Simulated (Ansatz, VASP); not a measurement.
# One calculation of Ti, two programs

POSCAR

```
Ti
1.0
    0.0000000000      1.9488000000      2.0300000000
    1.9488000000      0.0000000000      2.0300000000
    1.9488000000      1.9488000000      0.0000000000
Ti
1
Direct
    0.0000000000      0.0000000000      0.0000000000
```

INCAR.step1

```
SYSTEM = Ti
PREC = Accurate
ENCUT = 520
ISMEAR = 0
SIGMA = 0.15
LREAL = .FALSE.
LASPH = .TRUE.
NELM = 60
NBANDS = 12
GGA = PE
ALGO = Normal
EDIFF = 1E-4
LWAVE = .TRUE.
LCHARG = .FALSE.
```

INCAR.step2

```
SYSTEM = Ti
PREC = Accurate
ENCUT = 520
EDIFF = 1E-7
ISMEAR = 0
SIGMA = 0.15
LREAL = .FALSE.
LASPH = .TRUE.
NELM = 60
ALGO = Normal
ISIF = 2
LWAVE = .FALSE.
LCHARG = .FALSE.
METAGGA = R2SCAN
LMIXTAU = .TRUE.
NBANDS = 12
ISTART = 1
```

The input KPOINTS:

```
Automatic mesh
0
G
  20 20 20
  0 0 0
```

Input for Ansatz:

```yaml
crystal:
  lattice:
    - [0.0, 1.9488, 2.03]
    - [1.9488, 0.0, 2.03]
    - [1.9488, 1.9488, 0.0]
  atoms:
    - { symbol: Ti, position: [0.0, 0.0, 0.0] }
basis:
  ecutwfc: 500
kpoints:
  mp_grid: { grid: [20, 20, 20] }
hamiltonian:
  xc: r2scan
scf:
  occupations: { method: gaussian, width: 0.15 }
output:
  forces: true
  stress: true
  eigenvalues: true
```

Change from the starting cell: strain -0.040 along x and y, +0.000 along z, atoms carried along.

Alike in both runs: task single point; functional r2SCAN; k mesh 20 × 20 × 20; occupations gaussian, width 0.15 eV; no spin polarisation.

```csv
,VASP,Ansatz
version,VASP 6.6.1,Ansatz 0.2.0
potentials or method,"VASP PAW PBE potentials, release 64 (Ti_sv), cutoff 520 eV","scalar-relativistic, plane waves, PAW"
valence electrons in the cell,12,12
```

```tsv
	VASP	Ansatz	Ansatz less VASP
gap on the k mesh at the Fermi level (eV)	none	none	-
pressure (GPa)	16.5	16.0	-0.55
traceless stress, the component that is largest in VASP (GPa)	-0.79	-0.77	+0.021
```

VASP's potentials were made for PBE, not for r2SCAN. A gap of «none» marks a metal or a gap that the smearing closes.
